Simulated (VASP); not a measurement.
# AlCo (P4/mmm) in VASP: a series of runs

AlCo is run at these levels: PBE; tasks: single point.

Program: VASP 6.6.1. These are calculated values, not measurements. Logs are shortened: lines on timing, memory, paths and dates and some standing lists are left out, and cuts for length are marked.

## 1. The cell of the first run

Symmetry: P4/mmm, No. 123, tetragonal system. Conventional cell: a = 2.819 Å, b = 2.819 Å, c = 2.678 Å, α = 90.00°, β = 90.00°, γ = 90.00°. Al (site symmetry 4/mmm) has 8 Co at 2.40 Å and 6 Al at 2.68 to 2.82 Å within 3.2 Å. Co (site symmetry 4/mmm) has 8 Al at 2.40 Å and 6 Co at 2.68 to 2.82 Å within 3.2 Å.

## 2. Single point, PBE, collinear spin, ferromagnetic start

Contents of INCAR:

```
SYSTEM = AlCo
PREC = Accurate ; ENCUT = 520
EDIFF = 1E-6 ; ISMEAR = -1
SIGMA = 0.1 ; LREAL = .False.
LASPH = .True. ; NELM = 150
ALGO = Normal ; ISIF = 2
LWAVE = .False. ; LCHARG = .False.
ISPIN = 2 ; MAGMOM = 0 1.8
LORBIT = 11 ; LMAXMIX = 4
GGA = PE ; NBANDS = 17
```

Contents of KPOINTS:

```
Automatic mesh
0
Gamma
  12 12 12
  0 0 0
```

Contents of POSCAR:

```
AlCo
1.0
    2.8194030000      0.0000000000      0.0000000000
    0.0000000000      2.8194030000      0.0000000000
    0.0000000000      0.0000000000      2.6784328500
Al Co
1 1
Direct
    0.0000000000      0.0000000000      0.0000000000
    0.5000000000      0.5000000000      0.5000000000
```

Potentials or basis: VASP PAW PBE potentials, release 64 (Al, Co).

Run with:

```sh
$ cat potpaw_PBE.64/Al/POTCAR potpaw_PBE.64/Co/POTCAR > POTCAR
$ mpirun -np 1 vasp_std > vasp.out
```

OUTCAR:

```text
SYSTEM = AlCo
   PREC = Accurate
   ENCUT = 520
   EDIFF = 1E-6
   ISMEAR = -1
   LREAL = .False.
   LASPH = .True.
   NELM = 150
   ISIF = 2
   ISPIN = 2
   LORBIT = 11
   GGA = PE

 ion  position               nearest neighbor table
   1  0.000  0.000  0.000-   2 2.40   2 2.40   2 2.40   2 2.40   2 2.40   2 2.40   2 2.40   2 2.40

   2  0.500  0.500  0.500-   1 2.40   1 2.40   1 2.40   1 2.40   1 2.40   1 2.40   1 2.40   1 2.40

  LATTYP: Found a simple tetragonal cell.
 ALAT       =     2.8194030000
 C/A-ratio  =     0.9500000000

  Lattice vectors:

 A1 = (   2.8194030000,   0.0000000000,   0.0000000000)
 A2 = (   0.0000000000,   2.8194030000,   0.0000000000)
 A3 = (   0.0000000000,   0.0000000000,   2.6784328500)

Analysis of symmetry for initial positions (statically):
=====================================================================
 Subroutine PRICEL returns:
 Original cell was already a primitive cell.

 Routine SETGRP: Setting up the symmetry group for a
 simple tetragonal supercell.

 Subroutine GETGRP returns: Found 16 space group operations
 (whereof 16 operations were pure point group operations)
 out of a pool of 16 trial point group operations.

The static configuration has the point symmetry D_4h.

Analysis of symmetry for dynamics (positions and initial velocities):
=====================================================================
 Subroutine PRICEL returns:
 Original cell was already a primitive cell.

 Routine SETGRP: Setting up the symmetry group for a
 simple tetragonal supercell.

 Subroutine GETGRP returns: Found 16 space group operations
 (whereof 16 operations were pure point group operations)
 out of a pool of 16 trial point group operations.

The dynamic configuration has the point symmetry D_4h.

Analysis of structural, dynamic, and magnetic symmetry:
=====================================================================
 Subroutine PRICEL returns:
 Original cell was already a primitive cell.

 Routine SETGRP: Setting up the symmetry group for a
 simple tetragonal supercell.

 Subroutine GETGRP returns: Found 16 space group operations
 (whereof 16 operations were pure point group operations)
 out of a pool of 16 trial point group operations.

The overall configuration has the point symmetry D_4h.

 Subroutine INISYM returns: Found 16 space group operations
 (whereof 16 operations are pure point group operations),
 and found     1 'primitive' translations

[... 118 lines left out ...]
   LORBIT       =     11    0 simple, 1 ext, 2 COOP (PROOUT), +10 PAW based schemes
   GGA     = PE    functional components
   LHFCALC =     F    Hartree Fock is set to
   AEXX    =    0.0000 exact exchange contribution
   IVDW    =     0    specifies the selected vdW correction
   LEPSILON=     F    determine dielectric tensor
   LRPA    =     F    only Hartree local field effects (RPA)
 spin polarized calculation
  energy-cutoff  :      520.00
  volume of cell :       21.29
 maximum number of plane-waves:       592
 NGX is ok and might be reduce to    24
   NGX = 11   NGY = 11   NGZ =  9

 number of electron      11.9999993 magnetization      -0.0071232

 number of electron      11.9999993 magnetization       0.0002807

 Free energy of the ion-electron system (eV)
  ---------------------------------------------------
  ext. energy  EPLUGINS =         0.00000000
  ---------------------------------------------------
  free energy    TOTEN  =       -11.87285046 eV

  energy without entropy =      -11.84515607  energy(sigma->0) =      -11.85900326

 E-fermi :  11.6730     XC(G=0): -12.6781

 val. band max:       11.6645865070   @ k =   0.5000   0.2500   0.4167
 cond. band min:      11.6824719908   @ k =   0.5000   0.3333   0.0833
 fundamental gap:      0.0178854838
 Fermi energy:        11.6730051040

 spin component 1

 k-point     1 :       0.0000    0.0000    0.0000
  band No.  band energies     occupation
      1       0.0841      1.00000
      2       8.3309      1.00000
      3       8.4375      1.00000
      4      10.6549      0.99996
      5      10.8867      0.99962
      6      10.8867      0.99962
[... 459 lines left out ...]
      6      10.4175      1.00000
[... 9 lines left out ...]
     16      34.2082      0.00000
     17      36.2197      0.00000

 [... further k-points ...]

 spin component 2

 k-point     1 :       0.0000    0.0000    0.0000
  band No.  band energies     occupation
      1       0.0840      1.00000
      2       8.3321      1.00000
      3       8.4380      1.00000
      4      10.6555      0.99996
      5      10.8875      0.99961
      6      10.8875      0.99961
[... 459 lines left out ...]
      6      10.4183      1.00000
[... 9 lines left out ...]
     16      34.2078      0.00000
     17      36.2200      0.00000

 [... further k-points ...]

------------------------ aborting loop because EDIFF is reached ----------------------------------------

  FORCE on cell =-STRESS in cart. coord.  units (eV):
  Direction    XX          YY          ZZ          XY          YZ          ZX
  --------------------------------------------------------------------------------------
  -------------------------------------------------------------------------------------
  Total        1.9705324      1.9705324      3.6595266      0.0000000      0.0000000      0.0000000
  in kB      148.2856351    148.2856351    275.3850820      0.0000000      0.0000000      0.0000000
  external PRESSURE =     190.6521174 kB  Pullay stress =       0.0000000 kB

 VOLUME and BASIS-vectors are now :
 -----------------------------------------------------------------------------
  energy-cutoff  :      520.00
  volume of cell :       21.29
      direct lattice vectors                 reciprocal lattice vectors
     2.819403000  0.000000000  0.000000000     0.354685017  0.000000000  0.000000000
     0.000000000  2.819403000  0.000000000     0.000000000  0.354685017  0.000000000
     0.000000000  0.000000000  2.678432850     0.000000000  0.000000000  0.373352649

 POSITION                                       TOTAL-FORCE (eV/Angst)
 -----------------------------------------------------------------------------------
      0.00000      0.00000      0.00000         0.000000      0.000000      0.000000
      1.40970      1.40970      1.33922         0.000000      0.000000      0.000000
 -----------------------------------------------------------------------------------
    total drift:                                0.000000     -0.000000     -0.000000

  FREE ENERGIE OF THE ION-ELECTRON SYSTEM (eV)
  ---------------------------------------------------
  free  energy   TOTEN  =       -11.8728504580 eV

  energy  without entropy=      -11.8451560650  energy(sigma->0) =      -11.85900326

 total charge

# of ion       s       p       d       tot
------------------------------------------
    1        0.407   0.469   0.000   0.876
    2        0.470   0.580   7.572   8.622
--------------------------------------------------
tot          0.877   1.049   7.572   9.498

 magnetization (x)

# of ion       s       p       d       tot
------------------------------------------
    1       -0.000  -0.000   0.000  -0.000
    2        0.000  -0.000   0.001   0.001
--------------------------------------------------
tot         -0.000  -0.000   0.001   0.001
```

OSZICAR:

```text
N       E                     dE             d eps       ncg     rms          rms(c)
DAV:   1     0.385251903897E+02    0.38525E+02   -0.47098E+03 13720   0.718E+02
DAV:   2    -0.111563589309E+02   -0.49682E+02   -0.44270E+02 15330   0.155E+02
DAV:   3    -0.131719141058E+02   -0.20156E+01   -0.19894E+01 16117   0.327E+01
DAV:   4    -0.132006523388E+02   -0.28738E-01   -0.28722E-01 16095   0.348E+00
DAV:   5    -0.132014783021E+02   -0.82596E-03   -0.82591E-03 16292   0.629E-01    0.143E+01
DAV:   6    -0.154199602929E+02   -0.22185E+01   -0.42826E+01 15173   0.718E+01    0.152E+01
DAV:   7    -0.119114857869E+02    0.35085E+01   -0.22310E+01 15545   0.456E+01    0.227E+00
DAV:   8    -0.118858710091E+02    0.25615E-01   -0.13192E-01 16054   0.248E+00    0.123E+00
DAV:   9    -0.118734117417E+02    0.12459E-01   -0.35883E-02 17314   0.155E+00    0.526E-01
DAV:  10    -0.118728857811E+02    0.52596E-03   -0.95441E-04 15845   0.264E-01    0.186E-01
DAV:  11    -0.118728567838E+02    0.28997E-04   -0.77737E-05 18201   0.776E-02    0.112E-01
DAV:  12    -0.118728506519E+02    0.61318E-05   -0.21838E-05 16154   0.416E-02    0.292E-02
DAV:  13    -0.118728504580E+02    0.19394E-06   -0.36366E-06 15304   0.220E-02
   1 F= -.11872850E+02 E0= -.11859003E+02  d E =-.276944E-01  mag=     0.0004
```

Run time: 2.1 min. Hardware: 1 thread of Intel Xeon 8259CL, shared host; peak memory 0.23 GiB.

Results:

```
Free energy                                           : -11.8729 eV
Pressure                                              : 19.1 GPa
Band gap on the k mesh                                : zero (filled and empty bands overlap)
Net moment                                            : 0.00 μB per cell
Valence electrons inside the program's atomic spheres : Al 0.88; Co 8.62
```

Stress tensor (GPa, compression positive):
```
14.83  0.00  0.00
 0.00 14.83  0.00
 0.00  0.00 27.54
```

Levels at points of the mesh, in eV from the Fermi level:
Spin up:
```tsv
k point	band 3	band 4	band 5	band 6	band 7	band 8	band 9	band 10
(0.00, 0.00, 0.00)	-3.24	-1.02	-0.79	-0.79	5.82	5.82	7.85	8.97
(0.50, 0.00, 0.00)	-2.65	-1.99	-1.58	-0.68	0.13	8.50	10.52	11.93
(0.50, 0.50, 0.00)	-3.04	-3.04	-1.42	-1.42	-0.31	2.42	3.68	14.80
(0.00, 0.00, 0.50)	-2.55	-1.96	-1.96	-0.85	0.65	8.59	10.67	10.67
(0.50, 0.00, 0.50)	-2.82	-2.48	-1.76	-1.71	-0.14	2.97	4.21	13.38
(0.50, 0.50, 0.50)	-4.27	-0.25	-0.03	2.40	2.40	2.63	5.00	5.45
```
Spin down:
```tsv
k point	band 2	band 3	band 4	band 5	band 6	band 7	band 8	band 9	band 10	band 11
(0.00, 0.00, 0.00)	-3.34	-3.24	-1.02	-0.79	-0.79	5.82	5.82	7.85	8.97	9.24
(0.50, 0.00, 0.00)	-7.05	-2.65	-1.99	-1.58	-0.68	0.13	8.50	10.52	11.93	12.37
(0.50, 0.50, 0.00)	-3.39	-3.04	-3.04	-1.42	-1.42	-0.31	2.42	3.68	14.80	17.46
(0.00, 0.00, 0.50)	-6.57	-2.55	-1.96	-1.96	-0.85	0.66	8.59	10.67	10.67	12.52
(0.50, 0.00, 0.50)	-3.29	-2.82	-2.48	-1.76	-1.71	-0.14	2.97	4.21	13.38	15.99
(0.50, 0.50, 0.50)	-4.27	-4.27	-0.25	-0.03	2.40	2.40	2.63	5.00	5.45	6.07
```

Caveat: the cell stands under pressure.

## 3. Single point, PBE, collinear spin, ferromagnetic start

This run uses another cell than the first one, of 10.83 Å³/atom.

Contents of INCAR:

```
SYSTEM = AlCo
  PREC = Accurate
  ENCUT = 520
  EDIFF = 1E-6
  ISMEAR = -1
  SIGMA = 0.1
  LREAL = .FALSE.
  LASPH = .TRUE.
  NELM = 150
  ALGO = Normal
  ISIF = 2
  LWAVE = .FALSE.
  LCHARG = .FALSE.
  ISPIN = 2
  MAGMOM = 0 1.8
  LORBIT = 11
  LMAXMIX = 4
  GGA = PE
  NBANDS = 17
```

Contents of KPOINTS:

```
regular mesh
0
G
  12 12 12
  0 0 0
```

Changes to POSCAR since step 2:

```diff
@@ -4,3 +4,3 @@
     0.0000000000      2.8194030000      0.0000000000
-    0.0000000000      0.0000000000      2.6784328500
+    0.0000000000      0.0000000000      2.7254229000
 Al Co
```

Potentials or basis: VASP PAW PBE potentials, release 64 (Al, Co).

Run with:

```sh
$ cat potpaw_PBE.64/Al/POTCAR potpaw_PBE.64/Co/POTCAR > POTCAR
$ mpirun -np 1 vasp_std > vasp.out
```

Wall time 2 min (1 thread of Intel Xeon 8259CL, shared host); peak memory 0.23 GiB.

The run converged. Its results:

```
Free energy                                           : -11.9273 eV
Pressure                                              : 14.4 GPa
Band gap on the k mesh                                : zero (filled and empty bands overlap)
Net moment                                            : 0.00 μB per cell
Valence electrons inside the program's atomic spheres : Al 0.86; Co 8.58
```

Stress tensor (GPa, compression positive):
```
11.93  0.00  0.00
 0.00 11.93  0.00
 0.00  0.00 19.47
```

Levels at points of the mesh, in eV from the Fermi level:
Spin up:
| k point | band 4 | band 5 | band 6 | band 7 | band 8 | band 9 |
| --- | --- | --- | --- | --- | --- | --- |
| (0.00, 0.00, 0.00) | -0.96 | -0.82 | -0.82 | 5.93 | 5.93 | 7.25 |
| (0.50, 0.00, 0.00) | -1.92 | -1.65 | -0.71 | 0.16 | 8.50 | 10.62 |
| (0.50, 0.50, 0.00) | -2.93 | -1.47 | -1.47 | -0.28 | 2.46 | 3.68 |
| (0.00, 0.00, 0.50) | -1.90 | -1.90 | -0.81 | 0.50 | 8.54 | 10.72 |
| (0.50, 0.00, 0.50) | -2.57 | -1.69 | -1.66 | -0.17 | 2.81 | 4.02 |
| (0.50, 0.50, 0.50) | -0.23 | -0.09 | 2.40 | 2.40 | 2.54 | 4.80 |
Spin down:
| k point | band 4 | band 5 | band 6 | band 7 | band 8 | band 9 |
| --- | --- | --- | --- | --- | --- | --- |
| (0.00, 0.00, 0.00) | -0.96 | -0.82 | -0.82 | 5.93 | 5.93 | 7.25 |
| (0.50, 0.00, 0.00) | -1.92 | -1.65 | -0.71 | 0.16 | 8.50 | 10.62 |
| (0.50, 0.50, 0.00) | -2.93 | -1.47 | -1.47 | -0.28 | 2.46 | 3.68 |
| (0.00, 0.00, 0.50) | -1.90 | -1.90 | -0.81 | 0.50 | 8.54 | 10.72 |
| (0.50, 0.00, 0.50) | -2.57 | -1.69 | -1.66 | -0.17 | 2.81 | 4.02 |
| (0.50, 0.50, 0.50) | -0.23 | -0.09 | 2.40 | 2.40 | 2.54 | 4.80 |

Caveat: the cell stands under pressure.
